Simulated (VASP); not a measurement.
Set up this calculation in VASP 6.6.1, as the native input.

```
Task                   : single point
Functional             : LDA
Potentials or basis    : VASP PAW LDA potentials, release 64 (C)
Cutoff                 : 520 eV
k mesh                 : 11 × 11 × 11
Occupations            : fermi-dirac, width 0.05 eV
Spin                   : no spin polarisation
Dipole correction      : no
Further INCAR settings : ALGO = Normal; EDIFF = 1e-06; NBANDS = 16
```

The structure of C lies in POSCAR:

```
C
1.0
    1.2613160375      0.7282211523      8.4715342764
   -1.2613160375      0.7282211523      8.4715342764
    0.0000000000     -1.4564423046      8.4715342764
C
4
Direct
    0.9128269200      0.9128269200      0.9128269200
    0.2461499400      0.2461499400      0.2461499400
    0.7538500600      0.7538500600      0.7538500600
    0.0871730800      0.0871730800      0.0871730800
```

The input as run:

INCAR

```
ALGO     = Normal         # electronic algorithm
EDIFF    = 1E-6           # SCF threshold, eV
ENCUT    = 520            # plane-wave cutoff, eV
GGA      = CA             # functional
ISIF     = 2              # what is computed and relaxed
ISMEAR   = -1             # smearing method
LASPH    = True           # aspherical terms in the spheres
LCHARG   = False          # write CHGCAR
LREAL    = False          # projectors in reciprocal space
LWAVE    = False          # write WAVECAR
NBANDS   = 16             # bands
NELM     = 60             # most SCF steps
PREC     = Accurate       # precision mode
SIGMA    = 0.05           # smearing width, eV
```

KPOINTS

```
k-points
0
Gamma
  11 11 11
```

Potentials or basis: VASP PAW LDA potentials, release 64 (C).

Launch:

```bash
$ cat potpaw_LDA.64/C/POTCAR > POTCAR
$ mpirun -np 1 vasp_std > vasp.out
```

It gave:

- Pressure: -18.4 GPa
- Largest force: 0.006 eV/Å

Caveat: the stress differs along the axes, from -27 to -1 GPa.

Wall time 26 min on 1 thread of Intel Xeon 8259CL (shared host), peak memory 0.42 GiB.
